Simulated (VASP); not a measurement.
# Ag (Fm-3m) in VASP: single point with PBE+D3(BJ)

Aim: the single point of Ag with PBE+D3(BJ).

Program: VASP 6.6.1. These are calculated values, not measurements. Logs are shortened: lines on timing, memory, paths and dates and some standing lists are left out, and cuts for length are marked.

## Step 1: The cell of the first run

Symmetry: Fm-3m, No. 225, cubic system. Conventional cell: a = 4.147 Å, b = 4.147 Å, c = 4.147 Å, α = 90.00°, β = 90.00°, γ = 90.00°. Within 3.9 Å of Ag (site symmetry m-3m) lie 12 Ag at 2.93 Å.

## Step 2: Single point, PBE+D3(BJ)

INCAR reads:

```
SYSTEM = Ag
  PREC = Accurate
  ENCUT = 520
  EDIFF = 1E-7
  ISMEAR = -1
  SIGMA = 0.05
  LREAL = .False.
  LASPH = .True.
  NELM = 80
  ALGO = Normal
  ISIF = 2
  LWAVE = .False.
  LCHARG = .False.
  GGA = PE
  IVDW = 12
  NBANDS = 24
```

KPOINTS reads:

```
Automatic mesh
0
Gamma
  14 14 5
  0 0 0
```

POSCAR reads:

```
Ag
1.0
    0.0000000000      2.0734371548     -2.0734371548
   -2.0734371548      0.0000000000      2.0734371548
    4.1468743096      4.1468743096      4.1468743096
Ag
3
Direct
    0.0000000000      0.0000000000      0.0000000000
    0.3333333330      0.6666666670      0.3333333330
    0.6666666670      0.3333333330      0.6666666670
```

Potentials or basis: VASP PAW PBE potentials, release 64 (Ag).

On the command line:

```console
> cat potpaw_PBE.64/Ag/POTCAR > POTCAR
> mpirun -np 1 vasp_std > vasp.out
```

OUTCAR:

```text
SYSTEM = Ag
   PREC = Accurate
   ENCUT = 520
   EDIFF = 1E-7
   ISMEAR = -1
   LREAL = .False.
   LASPH = .True.
   NELM = 80
   ISIF = 2
   GGA = PE
   IVDW = 12
 IVDW          = 12

 ion  position               nearest neighbor table
   1  0.000  0.000  0.000-   2 2.93   3 2.93   3 2.93   2 2.93   3 2.93   2 2.93
   2  0.333  0.667  0.333-   1 2.93   1 2.93   1 2.93   3 2.93   3 2.93   3 2.93
   3  0.667  0.333  0.667-   1 2.93   1 2.93   1 2.93   2 2.93   2 2.93   2 2.93

  LATTYP: Found a hexagonal cell.
 ALAT       =     2.9322829450
 C/A-ratio  =     2.4494897428

  Lattice vectors:

 A1 = (   0.0000000000,   2.0734371548,  -2.0734371548)
 A2 = (  -2.0734371548,   0.0000000000,   2.0734371548)
 A3 = (   4.1468743096,   4.1468743096,   4.1468743096)

Analysis of symmetry for initial positions (statically):
=====================================================================
 Subroutine PRICEL returns following result:

  LATTYP: Found a face centered cubic cell.
 ALAT       =     4.1468743055

  Lattice vectors:

 A1 = (   2.0734371527,   2.0734371527,   0.0000000000)
 A2 = (  -0.0000000021,   2.0734371527,   2.0734371548)
 A3 = (   2.0734371589,   0.0000000041,   2.0734371548)

   3 primitive cells build up your supercell.

 Routine SETGRP: Setting up the symmetry group for a
 hexagonal supercell.

 Subroutine GETGRP returns: Found 12 space group operations
 (whereof 12 operations were pure point group operations)
 out of a pool of 24 trial point group operations.

The static configuration has the point symmetry D_3d.

Analysis of symmetry for dynamics (positions and initial velocities):
=====================================================================
 Subroutine PRICEL returns following result:

  LATTYP: Found a face centered cubic cell.
 ALAT       =     4.1468743055

  Lattice vectors:

 A1 = (   2.0734371527,   2.0734371527,   0.0000000000)
 A2 = (  -0.0000000021,   2.0734371527,   2.0734371548)
 A3 = (   2.0734371589,   0.0000000041,   2.0734371548)

   3 primitive cells build up your supercell.

 Routine SETGRP: Setting up the symmetry group for a
 hexagonal supercell.

 Subroutine GETGRP returns: Found 12 space group operations
 (whereof 12 operations were pure point group operations)
 out of a pool of 24 trial point group operations.

The dynamic configuration has the point symmetry D_3d.
[... 91 lines left out ...]
   ISPIN  =      1    spin polarized calculation?
   LNONCOLLINEAR =      F non collinear calculations
   LSORBIT =      F    spin-orbit coupling
   LASPH  =      T    aspherical Exc in radial PAW
   ENCUT  =  520.0 eV  38.22 Ry    6.18 a.u.   5.45  5.45 13.35*2*pi/ulx,y,z
   NELM   =     80;   NELMIN=  2; NELMDL= -5     # of ELM steps
   EDIFF  = 0.1E-06   stopping-criterion for ELM
   LREAL  =      F    real-space projection
   EDIFFG = 0.1E-05   stopping-criterion for IOM
   NSW    =      0    number of steps for IOM
   IBRION =     -1    ionic relax: 0-MD 1-quasi-New 2-CG
   NFREE  =      0    steps in history (QN), initial steepest desc. (CG)
   ISIF   =      2    stress and relaxation
   ISYM   =      2    0-nonsym 1-usesym 2-fastsym
   POTIM  = 0.5000    time-step for ionic-motion
   TEBEG  =    0.0;   TEEND  =   0.0 temperature during run
   PSTRESS=    0.0 pullay stress
   NELECT =      33.0000    total number of electrons
   NUPDOWN=      -1.0000    fix difference up-down
   EMIN   =  10.00;   EMAX   =-10.00  energy-range for DOS
   EFERMI =   0.00;   METHOD = LEGACY
   ISMEAR =    -1;   SIGMA  =   0.05  broadening in eV -4-tet -1-fermi 0-gaus
   EFERMI_NEDOS =   21; number of points for ismear=-14 and -15
   IALGO  =     38    algorithm
   IMIX   =      4    mixing-type and parameters
     AMIX     =   0.40;   BMIX     =  1.00
     AMIX_MAG =   1.60;   BMIX_MAG =  1.00
  volume/ion in A,a.u.               =      17.83       120.31
  Fermi-wavevector in a.u.,A,eV,Ry     =   1.393707  2.633725 26.428222  1.942420
  Thomas-Fermi vector in A             =   2.517327
   LORBIT       =      0    0 simple, 1 ext, 2 COOP (PROOUT), +10 PAW based schemes
   GGA     = PE    functional components
   LHFCALC =     F    Hartree Fock is set to
   AEXX    =    0.0000 exact exchange contribution
   IVDW    =    12    specifies the selected vdW correction
   LEPSILON=     F    determine dielectric tensor
   LRPA    =     F    only Hartree local field effects (RPA)
 non-spin polarized calculation
  energy-cutoff  :      520.00
  volume of cell :       53.48
 maximum number of plane-waves:      1515
 NGX is ok and might be reduce to    24
   NGX = 11   NGY = 11   NGZ = 27

 number of electron      33.0000008 magnetization

 Free energy of the ion-electron system (eV)
  ---------------------------------------------------
  ext. energy  EPLUGINS =         0.00000000
  ---------------------------------------------------
  free energy    TOTEN  =        -8.15275572 eV

  energy without entropy =       -8.14516862  energy(sigma->0) =       -8.14896217

 E-fermi :   7.8095     XC(G=0): -11.9453

 val. band max:        7.7974977862   @ k =   0.2857   0.0714  -0.0000
 cond. band min:       7.8256995351   @ k =   0.2143   0.1429   0.0000
 fundamental gap:      0.0282017489
 Fermi energy:         7.8095442165

 k-point     1 :       0.0000    0.0000    0.0000
  band No.  band energies     occupation
      1       0.3799      2.00000
      2       1.8140      2.00000
      3       1.8140      2.00000
      4       3.1751      2.00000
      5       3.1766      2.00000
      6       3.1766      2.00000
[... 637 lines left out ...]
     23      15.6933      0.00000
     24      15.6933      0.00000

 [... further k-points ...]

------------------------ aborting loop because EDIFF is reached ----------------------------------------

 Edisp (eV)   -1.68733

 E8    (eV) :    -0.7371

  FORCE on cell =-STRESS in cart. coord.  units (eV):
  Direction    XX          YY          ZZ          XY          YZ          ZX
  --------------------------------------------------------------------------------------
  -------------------------------------------------------------------------------------
  Total      -1.74316    -1.74316    -1.74316    -0.05745    -0.05745    -0.05745
  in kB     -52.21859   -52.21859   -52.21859    -1.72106    -1.72106    -1.72106
  external pressure =      -52.22 kB  Pullay stress =        0.00 kB

 VOLUME and BASIS-vectors are now :
 -----------------------------------------------------------------------------
  energy-cutoff  :      520.00
  volume of cell :       53.48
      direct lattice vectors                 reciprocal lattice vectors
     0.000000000  2.073437155 -2.073437155    -0.160763654  0.321527308 -0.160763654
    -2.073437155  0.000000000  2.073437155    -0.321527308  0.160763654  0.160763654
     4.146874310  4.146874310  4.146874310     0.080381827  0.080381827  0.080381827

 POSITION                                       TOTAL-FORCE (eV/Angst)
 -----------------------------------------------------------------------------------
      0.00000      0.00000      0.00000         0.000000     -0.000000      0.000000
     -0.00000      2.07344      2.07344        -0.000000     -0.000000     -0.000000
      2.07344      4.14687      2.07344         0.000000      0.000000     -0.000000
 -----------------------------------------------------------------------------------
    total drift:                               -0.000000     -0.000000     -0.000000

  FREE ENERGIE OF THE ION-ELECTRON SYSTEM (eV)
  ---------------------------------------------------
  free  energy   TOTEN  =        -9.8400902139 eV

  energy  without entropy=       -9.8325031127  energy(sigma->0) =       -9.83629666
```

Wall time 49 s (1 thread of Intel Xeon Platinum 8488C (Sapphire Rapids), shared host); peak memory 0.26 GiB.

What came out:

```
Free energy                : -9.8401 eV
Pressure                   : -5.2 GPa
Band gap on the k mesh     : zero (an odd number of electrons rules out a gap without spin polarisation)
Dispersion energy per atom : -0.562 eV
```

Caveat: the cell stands under tension.

The gap in the log of VASP goes by the Fermi energy; the results here count the filled bands.